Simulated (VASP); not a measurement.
Runs of VASP 6.6.1 on EuS. It takes space group Fm-3m (No. 225, cubic). The conventional cell has a = 5.957 Å, b = 5.957 Å, c = 5.957 Å, α = 90.00°, β = 90.00°, γ = 90.00°. Eu (site symmetry m-3m) has 6 S at 2.98 Å within 3.9 Å. S (site symmetry m-3m) has 6 Eu at 2.98 Å within 3.9 Å. 

```tsv
smearing	gap on the mesh (eV)	pressure (GPa)	moment (μB)
fermi-dirac 0.05 eV	none	-0.6	7.00
fermi-dirac 0.25 eV	none	-1.1	(b)
fermi-dirac 0.1 eV	none	-0.6	6.99
fermi-dirac 0.15 eV	none	-0.8	(a)
fermi-dirac 0.025 eV	none	-0.6	7.00
```

Alike in all rows: task single point; level PBE+U; potentials or basis VASP PAW PBE potentials, release 64 (Eu, S); spin collinear, ferromagnetic start; Eu f U = 3.0 eV; cell as given; k mesh 7 × 7 × 7; cutoff (eV) 600.

Problem. Estimate the missing entries.

Solution. (a) 6.98; (b) 6.95.

Caveats: spin-orbit coupling is left out, which moves the levels of the heavy elements; a cell with one magnetic atom can't hold antiferromagnetic order, which such compounds often take.

A k mesh can miss the band edges, and the runs leave out spin-orbit coupling on Eu.

A gap of «none» marks levels without a gap at the run's occupations.
